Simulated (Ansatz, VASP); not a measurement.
**One calculation of Ta3AlN4, two programs**

INCAR

```
PREC = Accurate ; ENCUT = 520
EDIFF = 1E-6 ; ISMEAR = 0
SIGMA = 0.1 ; LREAL = F
LASPH = T ; NELM = 60
ALGO = Normal ; ISIF = 2
LWAVE = F ; LCHARG = T
GGA = PE ; LELF = T
LVHAR = T ; NBANDS = 38
```

File KPOINTS:

```
regular mesh
0
Gamma
  6 6 2
```

File POSCAR:

```
Ta3AlN4
1.0
    3.3573092400      0.0000000000      0.0000000000
    0.0000000000      3.3573092400      0.0000000000
    0.0000000000      0.0000000000      9.4959045300
Ta Al N
3 1 4
Direct
    0.0000000000      0.0000000000      0.7500000000
    0.5000000000      0.5000000000      0.0000000000
    0.0000000000      0.0000000000      0.2500000000
    0.5000000000      0.5000000000      0.5000000000
    0.0000000000      0.0000000000      0.0000000000
    0.5000000000      0.5000000000      0.2500000000
    0.0000000000      0.0000000000      0.5000000000
    0.5000000000      0.5000000000      0.7500000000
```

Input for Ansatz:

```yaml
crystal:
  lattice:
    - [3.35730924, 0.0, 0.0]
    - [0.0, 3.35730924, 0.0]
    - [0.0, 0.0, 9.49590453]
  atoms:
    - { symbol: Ta, position: [0.0, 0.0, 0.75] }
    - { symbol: Ta, position: [0.5, 0.5, 0.0] }
    - { symbol: Ta, position: [0.0, 0.0, 0.25] }
    - { symbol: Al, position: [0.5, 0.5, 0.5] }
    - { symbol: "N", position: [0.0, 0.0, 0.0] }
    - { symbol: "N", position: [0.5, 0.5, 0.25] }
    - { symbol: "N", position: [0.0, 0.0, 0.5] }
    - { symbol: "N", position: [0.5, 0.5, 0.75] }
basis:
  ecutwfc: 420
kpoints:
  mp_grid: { grid: [6, 6, 2] }
hamiltonian:
  xc: pbe
scf:
  occupations: { method: gaussian, width: 0.1 }
  lower_state_search: "off"
output:
  forces: true
  stress: true
  eigenvalues: true
```

Alike in both runs: task single point; functional PBE; k mesh 6 × 6 × 2; occupations gaussian, width 0.1 eV; no spin polarisation.

```csv
,VASP,Ansatz
version,VASP 6.6.1,Ansatz 0.2.0
potentials or method,"VASP PAW PBE potentials, release 64 (Ta_pv, Al, N), cutoff 520 eV","scalar-relativistic, plane waves, PAW"
valence electrons in the cell,56,62
```

```tsv
	VASP	Ansatz	Ansatz less VASP
gap on the k mesh at the Fermi level (eV)	none	none	-
rms of the force components (eV/Å)	0.309	0.309	-0.0007
```

Atom by atom the forces differ by 0.002 eV/Å (rms over components). A gap of «none» marks a metal or a gap that the smearing closes. VASP's potentials hold 56 valence electrons a cell and Ansatz's 62, so a difference there can come from the potentials and not from the codes.

Spin-orbit coupling is off throughout.
